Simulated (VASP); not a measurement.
# PbO (P4/nmm) in VASP: single point with PBE+D3(BJ)

Aim: the single point of PbO with PBE+D3(BJ).

All numbers are computed with VASP 6.6.1; they aren't measurements. Logs are shortened: lines on timing, memory, paths and dates and some standing lists are left out, and cuts for length are marked.

## 1. The cell of the first run

The structure is tetragonal, space group P4/nmm (No. 129). The conventional cell has a = 4.034 Å, b = 4.034 Å, c = 4.993 Å, α = 90.00°, β = 90.00°, γ = 90.00°. Pb (site symmetry 4mm) has 4 O at 2.34 Å within 3.1 Å. Within 3.1 Å of O (site symmetry -4m2) lie 4 Pb at 2.34 Å and 4 O at 2.85 Å.

## 2. Single point, PBE+D3(BJ)

INCAR

```
ALGO = Normal
EDIFF = 1E-7
ENCUT = 520
GGA = PE
ISIF = 2
ISMEAR = 0
IVDW = 12
LASPH = T
LCHARG = F
LREAL = F
LWAVE = F
NBANDS = 28
NELM = 80
PREC = Accurate
SIGMA = 0.02
```

KPOINTS

```
k-points
0
Gamma
  8 8 6
```

POSCAR

```
PbO
1.0
    4.0342385414      0.0000000000      0.0000000000
    0.0000000000      4.0342385414      0.0000000000
    0.0000000000      0.0000000000      4.9930486079
Pb O
2 2
Direct
    0.5000000000      0.0000000000      0.2377669328
    0.0000000000      0.5000000000      0.7622330672
    0.0000000000      0.0000000000      0.0000000000
    0.5000000000      0.5000000000      0.0000000000
```

Potentials or basis: VASP PAW PBE potentials, release 64 (Pb_d, O).

Launch:

```sh
cat potpaw_PBE.64/Pb_d/POTCAR potpaw_PBE.64/O/POTCAR > POTCAR
mpirun -np 1 vasp_std > vasp.out
```

OUTCAR:

```text
EDIFF = 1E-7
   ENCUT = 520
   GGA = PE
   ISIF = 2
   ISMEAR = 0
   IVDW = 12
   LASPH = T
   LREAL = F
   NELM = 80
   PREC = Accurate
 IVDW          = 12

 ion  position               nearest neighbor table
   1  0.500  0.000  0.238-   3 2.34   4 2.34   4 2.34   3 2.34   2 3.71   2 3.71   2 3.71   2 3.71
                             2 3.87   2 3.87   2 3.87   2 3.87
   2  0.000  0.500  0.762-   3 2.34   4 2.34   3 2.34   4 2.34   1 3.71   1 3.71   1 3.71   1 3.71
                             1 3.87   1 3.87   1 3.87   1 3.87
   3  0.000  0.000  0.000-   1 2.34   2 2.34   2 2.34   1 2.34
   4  0.500  0.500  0.000-   1 2.34   2 2.34   1 2.34   2 2.34

  LATTYP: Found a simple tetragonal cell.
 ALAT       =     4.0342385414
 C/A-ratio  =     1.2376681638

  Lattice vectors:

 A1 = (   4.0342385414,   0.0000000000,   0.0000000000)
 A2 = (   0.0000000000,   4.0342385414,   0.0000000000)
 A3 = (   0.0000000000,   0.0000000000,   4.9930486079)

Analysis of symmetry for initial positions (statically):
=====================================================================
 Subroutine PRICEL returns:
 Original cell was already a primitive cell.

 Routine SETGRP: Setting up the symmetry group for a
 simple tetragonal supercell.

 Subroutine GETGRP returns: Found 16 space group operations
 (whereof  8 operations were pure point group operations)
 out of a pool of 16 trial point group operations.

The static configuration has the point symmetry D_2d.
 The point group associated with its full space group is D_4h.

Analysis of symmetry for dynamics (positions and initial velocities):
=====================================================================
 Subroutine PRICEL returns:
 Original cell was already a primitive cell.

 Routine SETGRP: Setting up the symmetry group for a
 simple tetragonal supercell.

 Subroutine GETGRP returns: Found 16 space group operations
 (whereof  8 operations were pure point group operations)
 out of a pool of 16 trial point group operations.

The dynamic configuration has the point symmetry D_2d.
 The point group associated with its full space group is D_4h.

 Subroutine INISYM returns: Found 16 space group operations
 (whereof  8 operations are pure point group operations),
 and found     1 'primitive' translations

----------------------------------------------------------------------------------------

                                     Primitive cell

  volume of cell :      81.2623

  direct lattice vectors                    reciprocal lattice vectors
     4.034238541  0.000000000  0.000000000     0.247878253  0.000000000  0.000000000
     0.000000000  4.034238541  0.000000000     0.000000000  0.247878253  0.000000000
     0.000000000  0.000000000  4.993048608     0.000000000  0.000000000  0.200278443

  length of vectors
     4.034238541  4.034238541  4.993048608     0.247878253  0.247878253  0.200278443

  position of ions in fractional coordinates (direct lattice)
     0.500000000  0.000000000  0.237766933
     0.000000000  0.500000000  0.762233067
     0.000000000  0.000000000  0.000000000
     0.500000000  0.500000000  0.000000000

  ion indices of the primitive-cell ions
   primitive index   ion index
                 1           1
                 2           2
                 3           3
                 4           4

----------------------------------------------------------------------------------------

 KPOINTS: k-points

Automatic generation of k-mesh.
 Grid dimensions read from file:
 generate k-points for:    8    8    6

 Generating k-lattice:

  Cartesian coordinates                     Fractional coordinates (reciprocal lattice)
     0.030984782  0.000000000  0.000000000     0.125000000  0.000000000  0.000000000
     0.000000000  0.030984782  0.000000000     0.000000000  0.125000000  0.000000000
     0.000000000  0.000000000  0.033379740     0.000000000  0.000000000  0.166666667

  Length of vectors
     0.030984782  0.030984782  0.033379740

  Shift w.r.t. Gamma in fractional coordinates (k-lattice)
     0.000000000  0.000000000  0.000000000

 Subroutine IBZKPT returns following result:
 ===========================================

 Found     60 irreducible k-points:

 Following reciprocal coordinates:
            Coordinates               Weight
  0.000000  0.000000  0.000000      1.000000
  0.125000  0.000000  0.000000      4.000000
  0.250000  0.000000  0.000000      4.000000
  0.375000  0.000000  0.000000      4.000000
  0.500000  0.000000  0.000000      2.000000
  0.125000  0.125000  0.000000      4.000000
[... 16 lines left out ...]
  0.375000  0.125000  0.166667     16.000000
  0.500000  0.125000  0.166667      8.000000
 [... further k-points ...]
   k-points           NKPTS =     60   k-points in BZ     NKDIM =     60   number of bands    NBANDS=     28
   number of dos      NEDOS =    301   number of ions     NIONS =      4
   total plane-waves  NPLWV =  36000
   dimension x,y,z NGX =    30 NGY =   30 NGZ =   40
   dimension x,y,z NGXF=    60 NGYF=   60 NGZF=   80
   ions per type =               2   2
   NGX,Y,Z   is equivalent  to a cutoff of  12.36, 12.36, 13.32 a.u.
   NGXF,Y,Z  is equivalent  to a cutoff of  24.73, 24.73, 26.64 a.u.
 SYSTEM =  unknown system
   PREC   = accura    normal or accurate (medium, high low for compatibility)
   ISTART =      0    job   : 0-new  1-cont  2-samecut
   ICHARG =      2    charge: 1-file 2-atom 10-const
   ISPIN  =      1    spin polarized calculation?
   LNONCOLLINEAR =      F non collinear calculations
   LSORBIT =      F    spin-orbit coupling
   LASPH  =      T    aspherical Exc in radial PAW
   ENCUT  =  520.0 eV  38.22 Ry    6.18 a.u.   7.50  7.50  9.28*2*pi/ulx,y,z
   NELM   =     80;   NELMIN=  2; NELMDL= -5     # of ELM steps
   EDIFF  = 0.1E-06   stopping-criterion for ELM
   LREAL  =      F    real-space projection
   EDIFFG = 0.1E-05   stopping-criterion for IOM
   NSW    =      0    number of steps for IOM
   IBRION =     -1    ionic relax: 0-MD 1-quasi-New 2-CG
   NFREE  =      0    steps in history (QN), initial steepest desc. (CG)
   ISIF   =      2    stress and relaxation
   ISYM   =      2    0-nonsym 1-usesym 2-fastsym
   POTIM  = 0.5000    time-step for ionic-motion
   TEBEG  =    0.0;   TEEND  =   0.0 temperature during run
   PSTRESS=    0.0 pullay stress
   NELECT =      40.0000    total number of electrons
   NUPDOWN=      -1.0000    fix difference up-down
   EMIN   =  10.00;   EMAX   =-10.00  energy-range for DOS
   EFERMI =   0.00;   METHOD = LEGACY
   ISMEAR =     0;   SIGMA  =   0.02  broadening in eV -4-tet -1-fermi 0-gaus
   EFERMI_NEDOS =   21; number of points for ismear=-14 and -15
   IALGO  =     38    algorithm
   IMIX   =      4    mixing-type and parameters
     AMIX     =   0.40;   BMIX     =  1.00
     AMIX_MAG =   1.60;   BMIX_MAG =  1.00
  volume/ion in A,a.u.               =      20.32       137.10
  Fermi-wavevector in a.u.,A,eV,Ry     =   1.292603  2.442666 22.732923  1.670823
  Thomas-Fermi vector in A             =   2.424301
   LORBIT       =      0    0 simple, 1 ext, 2 COOP (PROOUT), +10 PAW based schemes
   GGA     = PE    functional components
   LHFCALC =     F    Hartree Fock is set to
   AEXX    =    0.0000 exact exchange contribution
   IVDW    =    12    specifies the selected vdW correction
   LEPSILON=     F    determine dielectric tensor
   LRPA    =     F    only Hartree local field effects (RPA)
 non-spin polarized calculation
 Gauss-broadening in eV      SIGMA  =   0.02
  energy-cutoff  :      520.00
  volume of cell :       81.26
 maximum number of plane-waves:      2222
   NGX = 15   NGY = 15   NGZ = 19

 number of electron      40.0000001 magnetization

 Free energy of the ion-electron system (eV)
  ---------------------------------------------------
  ext. energy  EPLUGINS =         0.00000000
  ---------------------------------------------------
  free energy    TOTEN  =       -21.46401207 eV

  energy without entropy =      -21.46401207  energy(sigma->0) =      -21.46401207

 E-fermi :   4.9887     XC(G=0):  -9.7295

 val. band max:        4.8223071995   @ k =   0.1250   0.0000   0.0000
 cond. band min:       6.0943604305   @ k =   0.5000   0.5000   0.0000
 fundamental gap:      1.2720532310
 Fermi energy:         4.9886735591

 k-point     1 :       0.0000    0.0000    0.0000
  band No.  band energies     occupation
      1     -13.2509      2.00000
      2     -12.8125      2.00000
      3     -11.1133      2.00000
      4     -11.1133      2.00000
      5     -11.0623      2.00000
      6     -11.0249      2.00000
[... 20 lines left out ...]
     27      12.3661      0.00000
     28      12.9192      0.00000

 k-point     2 :       0.1250    0.0000    0.0000
  band No.  band energies     occupation
      1     -13.2211      2.00000
      2     -12.8200      2.00000
      3     -11.1063      2.00000
      4     -11.1045      2.00000
      5     -11.0524      2.00000
      6     -11.0173      2.00000
[... 20 lines left out ...]
     27      12.5619      0.00000
     28      13.8444      0.00000

 k-point     3 :       0.2500    0.0000    0.0000
  band No.  band energies     occupation
      1     -13.1451      2.00000
      2     -12.8455      2.00000
      3     -11.0867      2.00000
      4     -11.0799      2.00000
      5     -11.0233      2.00000
      6     -10.9976      2.00000
[... 20 lines left out ...]
     27      12.8117      0.00000
     28      15.5701      0.00000

 k-point     4 :       0.3750    0.0000    0.0000
  band No.  band energies     occupation
      1     -13.0509      2.00000
      2     -12.8932      2.00000
      3     -11.0585      2.00000
      4     -11.0480      2.00000
      5     -11.0024      2.00000
      6     -10.9965      2.00000
[... 578 lines left out ...]
     27      13.6848      0.00000
     28      15.1696      0.00000

 k-point    23 :       0.3750    0.1250    0.1667
  band No.  band energies     occupation
      1     -13.0396      2.00000
      2     -12.8951      2.00000
      3     -11.0649      2.00000
      4     -11.0360      2.00000
      5     -11.0088      2.00000
      6     -10.9863      2.00000
[... 20 lines left out ...]
     27      13.9630      0.00000
     28      14.5659      0.00000

 k-point    24 :       0.5000    0.1250    0.1667
  band No.  band energies     occupation
      1     -12.9602      2.00000
      2     -12.9602      2.00000
      3     -11.0428      2.00000
      4     -11.0428      2.00000
      5     -11.0021      2.00000
      6     -11.0021      2.00000
[... 20 lines left out ...]
     27      14.2409      0.00000
     28      14.2409      0.00000

 [... further k-points ...]

------------------------ aborting loop because EDIFF is reached ----------------------------------------

 Edisp (eV)   -0.93415

 E8    (eV) :    -0.4283

  FORCE on cell =-STRESS in cart. coord.  units (eV):
  Direction    XX          YY          ZZ          XY          YZ          ZX
  --------------------------------------------------------------------------------------
  -------------------------------------------------------------------------------------
  Total       0.04150     0.04150     0.02487     0.00000     0.00000     0.00000
  in kB       0.81820     0.81820     0.49031     0.00000     0.00000     0.00000
  external pressure =        0.71 kB  Pullay stress =        0.00 kB

 VOLUME and BASIS-vectors are now :
 -----------------------------------------------------------------------------
  energy-cutoff  :      520.00
  volume of cell :       81.26
      direct lattice vectors                 reciprocal lattice vectors
     4.034238541  0.000000000  0.000000000     0.247878253  0.000000000  0.000000000
     0.000000000  4.034238541  0.000000000     0.000000000  0.247878253  0.000000000
     0.000000000  0.000000000  4.993048608     0.000000000  0.000000000  0.200278443

 POSITION                                       TOTAL-FORCE (eV/Angst)
 -----------------------------------------------------------------------------------
      2.01712      0.00000      1.18718         0.000000     -0.000000      0.037958
      0.00000      2.01712      3.80587        -0.000000     -0.000000     -0.037958
      0.00000      0.00000      0.00000         0.000000     -0.000000      0.000000
      2.01712      2.01712      0.00000         0.000000      0.000000      0.000000
 -----------------------------------------------------------------------------------
    total drift:                                0.000000      0.000000     -0.000000

  FREE ENERGIE OF THE ION-ELECTRON SYSTEM (eV)
  ---------------------------------------------------
  free  energy   TOTEN  =       -22.3981628560 eV

  energy  without entropy=      -22.3981628560  energy(sigma->0) =      -22.39816286
```

Wall time 3.2 min (1 thread of Intel Xeon 8259CL, shared host); peak memory 0.26 GiB.

Results:

```
Free energy                : -22.3982 eV
Pressure                   : 0.1 GPa
Largest force              : 0.038 eV/Å
Band gap on the k mesh     : 1.27 eV (least direct gap 2.18 eV)
Dispersion energy per atom : -0.234 eV
```

Forces on the atoms (eV/Å):
```
Pb   0.000  0.000  0.038
Pb   0.000  0.000 -0.038
O    0.000  0.000  0.000
O    0.000  0.000  0.000
```

Levels at points of the mesh, in eV from the valence-band top:
```tsv
k point	band 17	band 18	band 19	band 20	band 21	band 22	band 23	band 24
(0.00, 0.00, 0.00)	-1.54	-1.53	-1.53	-0.02	2.37	5.56	5.57	5.57
(0.50, 0.00, 0.00)	-2.83	-2.83	-1.50	-1.50	3.42	3.42	6.54	6.54
(0.50, 0.50, 0.00)	-1.54	-1.54	-0.91	-0.91	1.27	1.27	5.35	5.35
(0.00, 0.00, 0.50)	-1.59	-1.55	-1.55	-0.74	1.94	3.99	3.99	4.15
(0.50, 0.00, 0.50)	-2.79	-2.79	-0.86	-0.86	3.13	3.13	6.22	6.22
(0.50, 0.50, 0.50)	-2.14	-2.14	-0.91	-0.91	3.54	3.54	4.80	4.80
```

Caveat: spin-orbit coupling is left out, which moves the levels of the heavy elements. A k mesh can miss the band edges.
